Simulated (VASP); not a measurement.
Hf2O, 6 atoms in the cell. Symmetry: Pnnm, No. 58, orthorhombic system. Conventional cell: a = 5.103 Å, b = 5.735 Å, c = 3.182 Å, α = 90.00°, β = 90.00°, γ = 90.00°. Within 3.3 Å of Hf (site symmetry m) lie 3 O at 2.28 to 2.29 Å and 12 Hf at 3.03 to 3.28 Å. O (site symmetry 2/m) has 6 Hf at 2.28 to 2.29 Å within 3.0 Å. 

* Program: VASP 6.6.1
* Task: relaxation of cell and atoms
* Functional: PBE
* Potentials or basis: VASP PAW PBE potentials, release 64 (Hf_pv, O)
* Cutoff: 600 eV
* k mesh: 8 × 8 × 12
* Occupations: gaussian, width 0.1 eV
* Spin: no spin polarisation
* Dipole correction: no
* Further INCAR settings: ALGO = Fast; EDIFF = 1e-06; IBRION = 2; EDIFFG = -0.01; NSW = 100; ISIF = 3

Potentials or basis: VASP PAW PBE potentials, release 64 (Hf_pv, O).

Launch:

```sh
$ cat potpaw_PBE.64/Hf_pv/POTCAR potpaw_PBE.64/O/POTCAR > POTCAR
$ mpirun -np 1 vasp_std > vasp.out
```

Hardware: 1 thread of Oxide Virtual Turin-like Processor (shared host).

Estimate the wall time of this run.

Run time: 45 min on 1 thread of Oxide Virtual Turin-like Processor, on a shared host, peak memory 0.57 GiB. Counts: scf iterations 65, k points 175, ion steps 9.
